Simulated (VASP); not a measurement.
ScAl3, 4 atoms in the cell. Symmetry: Pm-3m, No. 221, cubic system. The conventional cell has a = 4.002 Å, b = 4.002 Å, c = 4.002 Å, α = 90.00°, β = 90.00°, γ = 90.00°. Within 3.7 Å of Sc (site symmetry m-3m) lie 12 Al at 2.83 Å. Within 3.7 Å of Al (site symmetry 4/mmm) lie 4 Sc at 2.83 Å and 8 Al at 2.83 Å.  This cell differs from its parent crystal: volume scaled by 0.94.

```yaml
Program: VASP 6.6.1
Task: single point
Functional: r2SCAN
Potentials_or_basis: VASP PAW PBE potentials, release 64 (Sc_sv, Al)
Cutoff: 520 eV
k_mesh: 10 × 10 × 10
Occupations: gaussian, width 0.1 eV
Spin: no spin polarisation
Dipole_correction: no
Further_INCAR_settings: ALGO = Normal; EDIFF = 1e-06; NBANDS = 18
```

Potentials or basis: VASP PAW PBE potentials, release 64 (Sc_sv, Al).

The run is started by

```bash
$ cat potpaw_PBE.64/Sc_sv/POTCAR potpaw_PBE.64/Al/POTCAR > POTCAR
$ cp INCAR.step1 INCAR
$ mpirun -np 1 vasp_std > vasp.out
$ cp INCAR.step2 INCAR
$ mpirun -np 1 vasp_std > vasp.out
```

Hardware: 1 thread of Intel Xeon 6975P-C, on a shared host.

Q: How long does it take, and how much memory?

A: Run time: 2.7 min on 1 thread of Intel Xeon 6975P-C (shared host), peak memory 0.21 GiB. Counts: k points 56.
